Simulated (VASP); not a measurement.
Ti, 2 atoms in the cell. The structure is hexagonal, space group P6_3/mmc (No. 194). Conventional cell: a = 3.008 Å, b = 3.008 Å, c = 4.772 Å, α = 90.00°, β = 90.00°, γ = 120.00°. Within 3.9 Å of Ti (site symmetry -6m2) lie 12 Ti at 2.95 to 3.01 Å. 

| Item | Value |
| --- | --- |
| Program | VASP 6.6.1 |
| Task | single point |
| Functional | LDA |
| Potentials or basis | VASP PAW LDA potentials, release 64 (Ti_sv) |
| Cutoff | 520 eV |
| k mesh | 10 × 10 × 6 |
| Occupations | fermi-dirac, width 0.05 eV |
| Spin | no spin polarisation |
| Dipole correction | no |
| Further INCAR settings | ALGO = Normal; EDIFF = 1e-07; NBANDS = 19 |

Potentials or basis: VASP PAW LDA potentials, release 64 (Ti_sv).

Launch:

```sh
$ cat potpaw_LDA.64/Ti_sv/POTCAR > POTCAR
$ mpirun -np 1 vasp_std > vasp.out
```

Hardware: 1 thread of Intel(R) Xeon(R) Platinum 8375C CPU @ 2.90GHz (Ice Lake), on a shared host.

Task: Estimate the wall time of this run.

Result: Run time: 45 s on 1 thread of Intel(R) Xeon(R) Platinum 8375C CPU @ 2.90GHz (Ice Lake) (shared host), peak memory 0.15 GiB. Counts: scf iterations 15, k points 56.
